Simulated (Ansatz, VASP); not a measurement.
**Two plane-wave programs on B5Pt**

```
B Pt
1.0
     0.00000    3.48273    3.48273
     3.48273    0.00000    3.48273
     3.48273    3.48273    0.00000
B Pt
5 1
Direct
  0.91435 0.25696 0.91435
  0.91435 0.91435 0.91435
  0.25696 0.91435 0.91435
  0.91435 0.91435 0.25696
  0.50000 0.50000 0.50000
  0.75000 0.75000 0.75000
```

Alike in both runs: functional PBE; k mesh 10 × 10 × 10; occupations gaussian, width 0.1 eV; no spin polarisation.

Ansatz relaxed the structure, and its values are those at the end. VASP's run is a single point on that final structure, the one shown.

```csv
,VASP,Ansatz
version,VASP 6.6.1,Ansatz 0.2.0
potentials or method,"VASP PAW PBE potentials, release 64 (B, Pt), cutoff 520 eV","scalar-relativistic, plane waves, PAW"
valence electrons in the cell,25,33
```

|  | VASP | Ansatz | Ansatz less VASP |
| --- | --- | --- | --- |
| gap on the k mesh at the Fermi level (eV) | none | none | - |
| pressure (GPa) | 0.0 | 0.0 | -0.04 |
| rms of the force components (eV/Å) | 0.003 | 0.006 | +0.0030 |

A gap of «none» marks a metal or a gap that the smearing closes. VASP's potentials hold 25 valence electrons a cell and Ansatz's 33, so a difference there can come from the potentials and not from the codes.

Neither program's run includes spin-orbit coupling.
